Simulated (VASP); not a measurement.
# Sm3Ta: relaxation of cell and atoms with PBE

The system is Sm3Ta.

```
CELL_PARAMETERS angstrom
4.79101 0.00000 0.00000
0.00000 4.79101 0.00000
0.00000 0.00000 4.90526
ATOMIC_POSITIONS crystal
Sm 0.50000 0.00000 0.50000
Sm 0.00000 0.50000 0.50000
Sm 0.00000 0.00000 0.00000
Ta 0.00000 0.00000 0.50000
```

The cell was generated, and may not be a known phase.

```json
{
 "Program": "VASP 6.6.1",
 "Task": "relaxation of cell and atoms",
 "Functional": "PBE",
 "Potentials or basis": "VASP PAW PBE potentials, release 64 (Sm_3, Ta_pv), 4f in core",
 "Cutoff": "500 eV",
 "k mesh": "4 × 4 × 4",
 "Occupations": "gaussian, width 0.2 eV",
 "Spin": "no spin polarisation",
 "Dipole correction": "no",
 "Further INCAR settings": "ALGO = Normal; EDIFF = 1e-07; IBRION = 2; EDIFFG = -0.08; NSW = 36; ISIF = 3"
}
```

* Relaxed volume: 45.55 Å³/atom
* Relaxed cell: a = 5.670 Å, b = 5.670 Å, c = 5.667 Å, α = 90.00°, β = 90.00°, γ = 90.00°
* Space group after relaxing (to 0.1 Å): Pm-3m (No. 221)
* Energy gained by relaxing: 1431.8 meV/atom
* Ionic steps: 3
* Pressure after relaxing: -0.1 GPa
* Band gap on the k mesh: zero (bands 22 and 23 overlap by 0.23 eV)

The path:
```csv
step,energy change (eV),largest force (eV/Å),pressure (GPa),volume (Å³)
1,0.0000,0.0000,40.53,112.59
2,-3.2660,0.0000,-6.26,272.89
3,-5.7274,0.0000,-0.15,182.19
```

Final structure:
```xyz
4
Lattice="5.6701 0.0000 0.0000 0.0000 5.6701 0.0000 0.0000 0.0000 5.6669" Properties=species:S:1:pos:R:3 pbc="T T T"
Sm    2.8350    0.0000    2.8334
Sm    0.0000    2.8350    2.8334
Sm    0.0000    0.0000    0.0000
Ta    0.0000    0.0000    2.8334
```

Levels at points of the mesh, in eV from the Fermi level:
```tsv
k point	band 20	band 21	band 22	band 23	band 24	band 25
(0.00, 0.00, 0.00)	-1.36	-1.36	-1.33	-0.01	-0.01	2.23
(0.50, 0.00, 0.00)	-1.20	-1.20	-0.54	0.73	0.80	0.80
(0.50, 0.50, 0.00)	-1.04	-0.60	0.19	0.37	0.76	0.76
(0.00, 0.00, 0.50)	-1.20	-1.20	-0.54	0.74	0.80	0.87
(0.50, 0.00, 0.50)	-1.04	-0.60	0.18	0.38	0.76	0.76
(0.50, 0.50, 0.50)	-0.35	-0.02	-0.02	-0.02	1.24	1.24
```

It took 66 s on 1 thread of Intel(R) Xeon(R) 6975P-C (Granite Rapids), on a shared host, peak memory 0.23 GiB.

Caveat: the volume moved by over 15 % at a fixed basis, so the end points are rough; spin-orbit coupling is left out, which moves the levels of the heavy elements; the 4f electrons are frozen in the core, so they carry no moment and show no levels. Spin polarisation is off, so any magnetic state and its effect on volume and gap are missing.
